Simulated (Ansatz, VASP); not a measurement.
Two plane-wave programs on Si

POSCAR

```
Si
1.0
   -3.3273296544      3.3273296544      1.9218805215
    3.3273296544     -3.3273296544      1.9218805215
    3.3273296544      3.3273296544     -1.9218805215
Si
4
Direct
    0.1202167823      0.1202167823      0.3575063991
    0.7627103833      0.7627103833      0.6424936010
    0.2372896167      0.8797832177      0.0000000000
    0.8797832177      0.2372896167      0.0000000000
```

The input INCAR.step1:

```
PREC     = Accurate       # precision mode
ENCUT    = 520            # plane-wave cutoff, eV
ISMEAR   = 0              # smearing method
SIGMA    = 0.05           # smearing width, eV
LREAL    = False          # projectors in reciprocal space
LASPH    = True           # aspherical terms in the spheres
NELM     = 100            # most SCF steps
NBANDS   = 16             # bands
GGA      = PE             # functional
ALGO     = Normal         # electronic algorithm
EDIFF    = 1E-4           # SCF threshold, eV
LWAVE    = True           # write WAVECAR
LCHARG   = False          # write CHGCAR
```

File INCAR.step2:

```
PREC     = Accurate       # precision mode
ENCUT    = 520            # plane-wave cutoff, eV
EDIFF    = 1E-6           # SCF threshold, eV
ISMEAR   = 0              # smearing method
SIGMA    = 0.05           # smearing width, eV
LREAL    = False          # projectors in reciprocal space
LASPH    = True           # aspherical terms in the spheres
NELM     = 100            # most SCF steps
ALGO     = Normal         # electronic algorithm
ISIF     = 2              # what is computed and relaxed
LWAVE    = False          # write WAVECAR
LCHARG   = False          # write CHGCAR
METAGGA  = R2SCAN         # meta-GGA
LMIXTAU  = True         
NBANDS   = 16             # bands
ISTART   = 1
```

KPOINTS

```
regular mesh
0
Gamma
  10 10 10
```

Input for Ansatz:

```yaml
crystal:
  lattice:
    - [-3.3273296544, 3.3273296544, 1.9218805215]
    - [3.3273296544, -3.3273296544, 1.9218805215]
    - [3.3273296544, 3.3273296544, -1.9218805215]
  atoms:
    - { symbol: Si, position: [0.1202167823, 0.1202167823, 0.3575063991] }
    - { symbol: Si, position: [0.7627103833, 0.7627103833, 0.642493601] }
    - { symbol: Si, position: [0.2372896167, 0.8797832177, 0.0] }
    - { symbol: Si, position: [0.8797832177, 0.2372896167, 0.0] }
basis:
  ecutwfc: 500
kpoints:
  mp_grid: { grid: [10, 10, 10] }
hamiltonian:
  xc: r2scan
scf:
  occupations: { method: gaussian, width: 0.05 }
output:
  forces: true
  stress: true
  eigenvalues: true
  write_density: true
  write_potential: true
  elf: true
  volumetric_format: npy
```

Change from the starting cell: mode 4 (156.1 1/cm) frozen in, largest displacement +0.225 Å.

Alike in both runs: task single point; functional r2SCAN; k mesh 10 × 10 × 10; occupations gaussian, width 0.05 eV; no spin polarisation.

|  | VASP | Ansatz |
| --- | --- | --- |
| version | VASP 6.6.1 | Ansatz 0.2.0 |
| potentials or method | VASP PAW PBE potentials, release 64 (Si), cutoff 520 eV | scalar-relativistic, plane waves, PAW |
| valence electrons in the cell | 16 | 16 |

|  | VASP | Ansatz | Ansatz less VASP |
| --- | --- | --- | --- |
| gap on the k mesh at the Fermi level (eV) | 0.16 | 0.15 | -0.012 |
| least direct gap on the mesh (eV) | 1.15 | 1.14 | -0.009 |
| pressure (GPa) | -1.8 | -1.6 | +0.20 |
| traceless stress, the component that is largest in VASP (GPa) | 0.49 | 0.55 | +0.055 |
| rms of the force components (eV/Å) | 0.449 | 0.445 | -0.0040 |

VASP's potentials were made for PBE, not for r2SCAN. Atom by atom the forces differ by 0.006 eV/Å (rms over components).
